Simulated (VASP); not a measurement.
Runs of VASP 6.6.1 on Tl. The structure is that of space group Pm-3m (No. 221), or close to it. The cells are those of the table. 

```csv
task,cell,cutoff (eV),gap on the mesh (eV),pressure (GPa)
relaxation of cell and atoms,"relaxed to 30 GPa from a = 3.160 Å, 1 atom",600,none,29.9
single point,"a = 2.768 Å, 1 atom",520,none,29.6
single point,"a = 2.865 Å, 1 atom",520,none,(a)
relaxation of cell and atoms,"relaxed to 45 GPa from a = 3.160 Å, 1 atom",600,none,45.0
relaxation of cell and atoms,"relaxed from a = 3.160 Å, 1 atom",600,none,0.0
```

Alike in all rows: level PBEsol+D3(BJ); potentials or basis VASP PAW PBE potentials, release 64 (Tl_d); no spin polarisation; k mesh 8 × 8 × 8; smearing gaussian 0.1 eV.

Estimate the missing entries.

(a) 14.7.

Caveats: the PAW data sets were made with another functional, which shifts forces and pressure a little; spin-orbit coupling is left out, which moves the levels of the heavy elements; pairwise dispersion overbinds metals, which lowers pressure and volume; the cell is relaxed towards a set pressure, so the enthalpy falls and the energy may rise (some runs).

A k mesh can miss the band edges, and the runs leave out spin-orbit coupling on Tl.

A gap of «none» marks levels without a gap at the run's occupations.
